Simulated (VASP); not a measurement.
Write the native input for VASP 6.6.1 that does the following.

| Item | Value |
| --- | --- |
| Task | single point |
| Functional | LDA |
| Potentials or basis | VASP PAW LDA potentials, release 64 (Li_sv, Sn_d) |
| Cutoff | 520 eV |
| k mesh | 7 × 7 × 7 |
| Occupations | methfessel-paxton, width 0.02 eV |
| Spin | no spin polarisation |
| Dipole correction | no |
| Further INCAR settings | ALGO = Normal; EDIFF = 1e-06; NBANDS = 30 |

The structure of LiSn3 lies in POSCAR:

```
LiSn3
1.0
   -2.3053023811      2.3053023811      4.8060026848
    2.3053023811     -2.3053023811      4.8060026848
    2.3053023811      2.3053023811     -4.8060026848
Li Sn
1 3
Direct
    0.0000000000      0.0000000000      0.0000000000
    0.7500000000      0.2500000000      0.5000000000
    0.2500000000      0.7500000000      0.5000000000
    0.5000000000      0.5000000000      0.0000000000
```

These files were run (other wordings do the same):

INCAR

```
SYSTEM = LiSn3
  PREC = Accurate
  ENCUT = 520
  EDIFF = 1E-6
  ISMEAR = 1
  SIGMA = 0.02
  LREAL = .FALSE.
  LASPH = .TRUE.
  NELM = 60
  ALGO = Normal
  ISIF = 2
  LWAVE = .FALSE.
  LCHARG = .TRUE.
  LELF = .TRUE.
  LVHAR = .TRUE.
  NBANDS = 30
```

KPOINTS

```
Automatic mesh
0
G
  7 7 7
  0 0 0
```

Potentials or basis: VASP PAW LDA potentials, release 64 (Li_sv, Sn_d).

Run with:

```sh
$ cat potpaw_LDA.64/Li_sv/POTCAR potpaw_LDA.64/Sn_d/POTCAR > POTCAR
$ mpirun -np 1 vasp_std > vasp.out
```

It took 82 s on 1 thread of Intel(R) Xeon(R) 6975P-C (Granite Rapids), with other jobs on the host, peak memory 0.29 GiB.
